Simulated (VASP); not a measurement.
# BaTiO3 (Pm-3m) in VASP: further runs

The runs below take BaTiO3 through single point, relaxation of cell and atoms, with r2SCAN.

Everything below comes from runs of VASP 6.6.1. Logs are shortened: lines on timing, memory, paths and dates and some standing lists are left out, and cuts for length are marked.

### Step 1. The cell of the first run

It takes space group Pm-3m (No. 221, cubic). Conventional cell: a = 4.072 Å, b = 4.072 Å, c = 4.072 Å, α = 90.00°, β = 90.00°, γ = 90.00°. Ba (site symmetry m-3m) has 12 O at 2.88 Å and 8 Ti at 3.53 Å within 3.8 Å. Within 2.7 Å of O (site symmetry 4/mmm) lie 2 Ti at 2.04 Å. Ti (site symmetry m-3m) has 6 O at 2.04 Å within 2.7 Å.

### Step 2. Single point, r2SCAN

POSCAR reads:

```
BaTiO3
1.0
    4.0720311100      0.0000000000      0.0000000000
    0.0000000000      4.0720311100      0.0000000000
    0.0000000000      0.0000000000      4.0720311100
Ba O Ti
1 3 1
Direct
    0.0000000000      0.0000000000      0.0000000000
    0.5000000000      0.5000000000      0.0000000000
    0.0000000000      0.5000000000      0.5000000000
    0.5000000000      0.0000000000      0.5000000000
    0.5000000000      0.5000000000      0.5000000000
```

INCAR.step1 reads:

```
SYSTEM = BaTiO3
  ALGO = Normal
  EDIFF = 1E-5
  ENCUT = 910
  GGA = PE
  GGA_COMPAT = .FALSE.
  ISMEAR = -1
  LASPH = .TRUE.
  LCHARG = .FALSE.
  LREAL = .FALSE.
  LWAVE = .TRUE.
  NBANDS = 28
  NELM = 120
  PREC = Accurate
  SIGMA = 0.1
```

INCAR.step2 reads:

```
SYSTEM = BaTiO3
  ALGO = Normal
  EDIFF = 1E-6
  ENCUT = 910
  GGA_COMPAT = .FALSE.
  ISIF = 2
  ISMEAR = -1
  ISTART = 1
  LASPH = .TRUE.
  LCHARG = .FALSE.
  LMIXTAU = .TRUE.
  LREAL = .FALSE.
  LWAVE = .FALSE.
  METAGGA = R2SCAN
  NBANDS = 28
  NELM = 120
  PREC = Accurate
  SIGMA = 0.1
```

KPOINTS reads:

```
k-points
0
G
  6 6 6
  0 0 0
```

Potentials or basis: VASP PAW PBE potentials, release 64 (Ba_sv, O_h, Ti_sv).

Run with:

```bash
$ cat potpaw_PBE.64/Ba_sv/POTCAR potpaw_PBE.64/O_h/POTCAR potpaw_PBE.64/Ti_sv/POTCAR > POTCAR
$ cp INCAR.step1 INCAR
$ mpirun -np 1 vasp_std > vasp.out
$ cp INCAR.step2 INCAR
$ mpirun -np 1 vasp_std > vasp.out
```

OUTCAR:

```text
SYSTEM = BaTiO3
   EDIFF = 1E-6
   ENCUT = 910
   ISIF = 2
   ISMEAR = -1
   ISTART = 1
   LASPH = .TRUE.
   LREAL = .FALSE.
   METAGGA = R2SCAN
   NELM = 120
   PREC = Accurate

 ion  position               nearest neighbor table
   1  0.000  0.000  0.000-   2 2.88   3 2.88   4 2.88   3 2.88   4 2.88   2 2.88   3 2.88   3 2.88
                             2 2.88   4 2.88   4 2.88   2 2.88   5 3.53   5 3.53   5 3.53   5 3.53
   2  0.500  0.500  0.000-   5 2.04   5 2.04   1 2.88   1 2.88   1 2.88   1 2.88
   3  0.000  0.500  0.500-   5 2.04   5 2.04   1 2.88   1 2.88   1 2.88   1 2.88
   4  0.500  0.000  0.500-   5 2.04   5 2.04   1 2.88   1 2.88   1 2.88   1 2.88
   5  0.500  0.500  0.500-   2 2.04   3 2.04   4 2.04   2 2.04   4 2.04   3 2.04   1 3.53   1 3.53
                             1 3.53   1 3.53   1 3.53   1 3.53   1 3.53   1 3.53

  LATTYP: Found a simple cubic cell.
 ALAT       =     4.0720311100

  Lattice vectors:

 A1 = (   4.0720311100,   0.0000000000,   0.0000000000)
 A2 = (   0.0000000000,   4.0720311100,   0.0000000000)
 A3 = (   0.0000000000,   0.0000000000,   4.0720311100)

Analysis of symmetry for initial positions (statically):
=====================================================================
 Subroutine PRICEL returns:
 Original cell was already a primitive cell.

 Routine SETGRP: Setting up the symmetry group for a
 simple cubic supercell.

 Subroutine GETGRP returns: Found 48 space group operations
 (whereof 48 operations were pure point group operations)
 out of a pool of 48 trial point group operations.

The static configuration has the point symmetry O_h .

Analysis of symmetry for dynamics (positions and initial velocities):
=====================================================================
 Subroutine PRICEL returns:
 Original cell was already a primitive cell.

 Routine SETGRP: Setting up the symmetry group for a
 simple cubic supercell.

 Subroutine GETGRP returns: Found 48 space group operations
 (whereof 48 operations were pure point group operations)
 out of a pool of 48 trial point group operations.

The dynamic configuration has the point symmetry O_h .

 Subroutine INISYM returns: Found 48 space group operations
 (whereof 48 operations are pure point group operations),
 and found     1 'primitive' translations

----------------------------------------------------------------------------------------

                                     Primitive cell

  volume of cell :      67.5201

  direct lattice vectors                    reciprocal lattice vectors
     4.072031110  0.000000000  0.000000000     0.245577692  0.000000000  0.000000000
     0.000000000  4.072031110  0.000000000     0.000000000  0.245577692  0.000000000
     0.000000000  0.000000000  4.072031110     0.000000000  0.000000000  0.245577692

  length of vectors
     4.072031110  4.072031110  4.072031110     0.245577692  0.245577692  0.245577692

  position of ions in fractional coordinates (direct lattice)
     0.000000000  0.000000000  0.000000000
     0.500000000  0.500000000  0.000000000
     0.000000000  0.500000000  0.500000000
     0.500000000  0.000000000  0.500000000
     0.500000000  0.500000000  0.500000000

  ion indices of the primitive-cell ions
   primitive index   ion index
                 1           1
                 2           2
                 3           3
                 4           4
                 5           5

----------------------------------------------------------------------------------------

 KPOINTS: k-points

Automatic generation of k-mesh.
 Grid dimensions read from file:
 generate k-points for:    6    6    6

 Generating k-lattice:

  Cartesian coordinates                     Fractional coordinates (reciprocal lattice)
     0.040929615  0.000000000  0.000000000     0.166666667  0.000000000  0.000000000
     0.000000000  0.040929615  0.000000000     0.000000000  0.166666667  0.000000000
     0.000000000  0.000000000  0.040929615     0.000000000  0.000000000  0.166666667

  Length of vectors
     0.040929615  0.040929615  0.040929615

  Shift w.r.t. Gamma in fractional coordinates (k-lattice)
     0.000000000  0.000000000  0.000000000

 Subroutine IBZKPT returns following result:
 ===========================================

 Found     20 irreducible k-points:

 Following reciprocal coordinates:
            Coordinates               Weight
  0.000000  0.000000  0.000000      1.000000
  0.166667  0.000000  0.000000      6.000000
  0.333333  0.000000  0.000000      6.000000
  0.500000  0.000000  0.000000      3.000000
  0.166667  0.166667  0.000000     12.000000
  0.333333  0.166667  0.000000     24.000000
[... 12 lines left out ...]
  0.500000  0.500000  0.333333      6.000000
  0.500000  0.500000  0.500000      1.000000
   k-points           NKPTS =     20   k-points in BZ     NKDIM =     20   number of bands    NBANDS=     28
   number of dos      NEDOS =    301   number of ions     NIONS =      5
   total plane-waves  NPLWV =  64000
   dimension x,y,z NGX =    40 NGY =   40 NGZ =   40
   dimension x,y,z NGXF=    80 NGYF=   80 NGZF=   80
   ions per type =               1   3   1
   NGX,Y,Z   is equivalent  to a cutoff of  16.33, 16.33, 16.33 a.u.
   NGXF,Y,Z  is equivalent  to a cutoff of  32.66, 32.66, 32.66 a.u.
 SYSTEM =  BaTiO3
   PREC   = accura    normal or accurate (medium, high low for compatibility)
   ISTART =      1    job   : 0-new  1-cont  2-samecut
   ICHARG =      0    charge: 1-file 2-atom 10-const
   ISPIN  =      1    spin polarized calculation?
   LNONCOLLINEAR =      F non collinear calculations
   LSORBIT =      F    spin-orbit coupling
   LASPH  =      T    aspherical Exc in radial PAW
   ENCUT  =  910.0 eV  66.88 Ry    8.18 a.u.  10.02 10.02 10.02*2*pi/ulx,y,z
   NELM   =    120;   NELMIN=  2; NELMDL=  0     # of ELM steps
   EDIFF  = 0.1E-05   stopping-criterion for ELM
   LREAL  =      F    real-space projection
[... 7 lines left out ...]
   TEBEG  =    0.0;   TEEND  =   0.0 temperature during run
   PSTRESS=    0.0 pullay stress
   NELECT =      40.0000    total number of electrons
   NUPDOWN=      -1.0000    fix difference up-down
   EMIN   =  10.00;   EMAX   =-10.00  energy-range for DOS
   EFERMI =   0.00;   METHOD = LEGACY
   ISMEAR =    -1;   SIGMA  =   0.10  broadening in eV -4-tet -1-fermi 0-gaus
   EFERMI_NEDOS =   21; number of points for ismear=-14 and -15
   IALGO  =     38    algorithm
   IMIX   =      4    mixing-type and parameters
     AMIX     =   0.40;   BMIX     =  1.00
     AMIX_MAG =   1.60;   BMIX_MAG =  1.00
  volume/ion in A,a.u.               =      13.50        91.13
  Fermi-wavevector in a.u.,A,eV,Ry     =   1.374940  2.598260 25.721269  1.890460
  Thomas-Fermi vector in A             =   2.500321
   LORBIT       =      0    0 simple, 1 ext, 2 COOP (PROOUT), +10 PAW based schemes
   METAGGA = R2SCAN    functional components
   LHFCALC =     F    Hartree Fock is set to
   AEXX    =    0.0000 exact exchange contribution
   IVDW    =     0    specifies the selected vdW correction
   LEPSILON=     F    determine dielectric tensor
   LRPA    =     F    only Hartree local field effects (RPA)
 non-spin polarized calculation
  energy-cutoff  :      910.00
  volume of cell :       67.52
 maximum number of plane-waves:      4248
   NGX = 21   NGY = 21   NGZ = 21

 number of electron      40.0000002 magnetization

 Free energy of the ion-electron system (eV)
  ---------------------------------------------------
  ext. energy  EPLUGINS =         0.00000000
  ---------------------------------------------------
  free energy    TOTEN  =       -74.19340334 eV

  energy without entropy =      -74.19338908  energy(sigma->0) =      -74.19339621

 E-fermi :   4.5186     XC(G=0): -11.6314

 val. band max:        3.4778939469   @ k =   0.5000   0.5000   0.5000
 cond. band min:       5.4946802552   @ k =   0.0000   0.0000   0.0000
 fundamental gap:      2.0167863082
 Fermi energy:         4.5185604625

 k-point     1 :       0.0000    0.0000    0.0000
  band No.  band energies     occupation
      1     -55.6384      2.00000
      2     -30.7680      2.00000
      3     -30.7680      2.00000
      4     -30.7680      2.00000
      5     -22.1188      2.00000
      6     -14.2626      2.00000
[... 20 lines left out ...]
     27       9.0183      0.00000
     28      11.2056      0.00000

 k-point     2 :       0.1667    0.0000    0.0000
  band No.  band energies     occupation
      1     -55.6382      2.00000
      2     -30.7791      2.00000
      3     -30.7677      2.00000
      4     -30.7677      2.00000
      5     -22.0950      2.00000
      6     -14.2677      2.00000
[... 20 lines left out ...]
     27       9.5306      0.00000
     28      11.8444      0.00000

 k-point     3 :       0.3333    0.0000    0.0000
  band No.  band energies     occupation
      1     -55.6378      2.00000
      2     -30.8011      2.00000
      3     -30.7669      2.00000
      4     -30.7669      2.00000
      5     -22.0466      2.00000
      6     -14.3455      2.00000
[... 20 lines left out ...]
     27      10.7178      0.00000
     28      12.2119      0.00000

 k-point     4 :       0.5000    0.0000    0.0000
  band No.  band energies     occupation
      1     -55.6376      2.00000
      2     -30.8121      2.00000
      3     -30.7665      2.00000
      4     -30.7665      2.00000
      5     -22.0219      2.00000
      6     -14.4048      2.00000
[... 454 lines left out ...]
     27      11.5410      0.00000
     28      11.5777      0.00000

 k-point    19 :       0.5000    0.5000    0.3333
  band No.  band energies     occupation
      1     -55.6363      2.00000
      2     -30.8084      2.00000
      3     -30.8084      2.00000
      4     -30.7973      2.00000
      5     -21.9177      2.00000
      6     -13.5643      2.00000
[... 20 lines left out ...]
     27      11.2730      0.00000
     28      11.2730      0.00000

 k-point    20 :       0.5000    0.5000    0.5000
  band No.  band energies     occupation
      1     -55.6361      2.00000
      2     -30.8080      2.00000
      3     -30.8080      2.00000
      4     -30.8080      2.00000
      5     -21.9042      2.00000
      6     -13.4398      2.00000
[... 20 lines left out ...]
     27      11.0086      0.00000
     28      11.0086      0.00000

------------------------ aborting loop because EDIFF is reached ----------------------------------------

  FORCE on cell =-STRESS in cart. coord.  units (eV):
  Direction    XX          YY          ZZ          XY          YZ          ZX
  --------------------------------------------------------------------------------------
  -------------------------------------------------------------------------------------
  Total       -3.2816981     -3.2816981     -3.2816981      0.0000000      0.0000000      0.0000000
  in kB      -77.8710342    -77.8710342    -77.8710342      0.0000000      0.0000000      0.0000000
  external PRESSURE =     -77.8710342 kB  Pullay stress =       0.0000000 kB

 VOLUME and BASIS-vectors are now :
 -----------------------------------------------------------------------------
  energy-cutoff  :      910.00
  volume of cell :       67.52
      direct lattice vectors                 reciprocal lattice vectors
     4.072031110  0.000000000  0.000000000     0.245577692  0.000000000  0.000000000
     0.000000000  4.072031110  0.000000000     0.000000000  0.245577692  0.000000000
     0.000000000  0.000000000  4.072031110     0.000000000  0.000000000  0.245577692

 POSITION                                       TOTAL-FORCE (eV/Angst)
 -----------------------------------------------------------------------------------
      0.00000      0.00000      0.00000         0.000000      0.000000      0.000000
      2.03602      2.03602      0.00000         0.000000      0.000000      0.000000
      0.00000      2.03602      2.03602         0.000000      0.000000      0.000000
      2.03602      0.00000      2.03602         0.000000      0.000000      0.000000
      2.03602      2.03602      2.03602         0.000000      0.000000      0.000000
 -----------------------------------------------------------------------------------
    total drift:                                0.000000      0.000000     -0.000000

  FREE ENERGIE OF THE ION-ELECTRON SYSTEM (eV)
  ---------------------------------------------------
  free  energy   TOTEN  =       -74.1934033381 eV

  energy  without entropy=      -74.1933890760  energy(sigma->0) =      -74.19339621
```

It took 5.2 min on 1 thread of AMD EPYC 7R43 (Zen 3), shared host; peak memory 0.28 GiB.

What came out:

* Free energy: -74.1934 eV
* Pressure: -7.8 GPa
* Band gap on the k mesh: 2.02 eV (least direct gap 2.21 eV)

Caveat: the cutoff is under 1.25 times the usual one of these potentials, so pressure, stress and relaxed cells hold a basis-set (Pulay) error; the cell stands under tension; the PAW data sets were made with another functional, which shifts forces and pressure a little; spin-orbit coupling is left out, which moves the levels of the heavy elements. r2SCAN opens gaps a little over a GGA but as a rule still falls short of measured ones.

### Step 3. Single point, r2SCAN

This run uses another cell than the first one, of 12.74 Å³/atom.

POSCAR, as its differences from that of step 2:

```diff
@@ -2,5 +2,5 @@
 1.0
-    4.0720311100      0.0000000000      0.0000000000
-    0.0000000000      4.0720311100      0.0000000000
-    0.0000000000      0.0000000000      4.0720311100
+    3.9939408047      0.0000000000      0.0000000000
+    0.0000000000      3.9939408047      0.0000000000
+    0.0000000000      0.0000000000      3.9939408047
 Ba O Ti
```

INCAR.step1 reads:

```
PREC = Accurate
ENCUT = 520
ISMEAR = -1
SIGMA = 0.1
LREAL = F
LASPH = T
NELM = 60
NBANDS = 28
GGA = PE
ALGO = Normal
EDIFF = 1E-4
LWAVE = T
LCHARG = F
```

INCAR.step2 reads:

```
PREC = Accurate
ENCUT = 520
EDIFF = 1E-7
ISMEAR = -1
SIGMA = 0.1
LREAL = F
LASPH = T
NELM = 60
ALGO = Normal
ISIF = 2
LWAVE = F
LCHARG = F
METAGGA = R2SCAN
LMIXTAU = T
NBANDS = 28
ISTART = 1
```

KPOINTS reads:

```
regular mesh
0
Gamma
  6 6 6
```

Potentials or basis: VASP PAW PBE potentials, release 64 (Ba_sv, O, Ti_sv).

Run with:

```bash
$ cat potpaw_PBE.64/Ba_sv/POTCAR potpaw_PBE.64/O/POTCAR potpaw_PBE.64/Ti_sv/POTCAR > POTCAR
$ cp INCAR.step1 INCAR
$ mpirun -np 1 vasp_std > vasp.out
$ cp INCAR.step2 INCAR
$ mpirun -np 1 vasp_std > vasp.out
```

Run time: 2.7 min. Hardware: 1 thread of Intel Xeon Platinum 8259CL at 2.50GHz (Skylake/Cascade Lake), shared host; peak memory 0.19 GiB.

It converged, with:

```yaml
Free_energy: -74.2298 eV
Pressure: 2.0 GPa
Band_gap_on_the_k_mesh: 2.15 eV (least direct gap 2.30 eV)
```

Levels at points of the mesh, in eV from the valence-band top:
```tsv
k point	band 16	band 17	band 18	band 19	band 20	band 21	band 22	band 23	band 24	band 25
(0.00, 0.00, 0.00)	-1.14	-1.14	-0.15	-0.15	-0.15	2.15	2.15	2.15	4.21	4.21
(0.50, 0.00, 0.00)	-1.95	-1.83	-1.83	-0.75	-0.75	2.30	3.88	3.88	4.22	6.37
(0.50, 0.50, 0.00)	-2.71	-1.78	-0.88	-0.88	-0.09	3.89	3.89	4.34	5.14	8.17
(0.50, 0.50, 0.50)	-2.42	-2.42	0.00	0.00	0.00	4.58	4.58	4.58	7.44	7.44
```

Caveat: the PAW data sets were made with another functional, which shifts forces and pressure a little; spin-orbit coupling is left out, which moves the levels of the heavy elements.

[end of part 1 of 2]
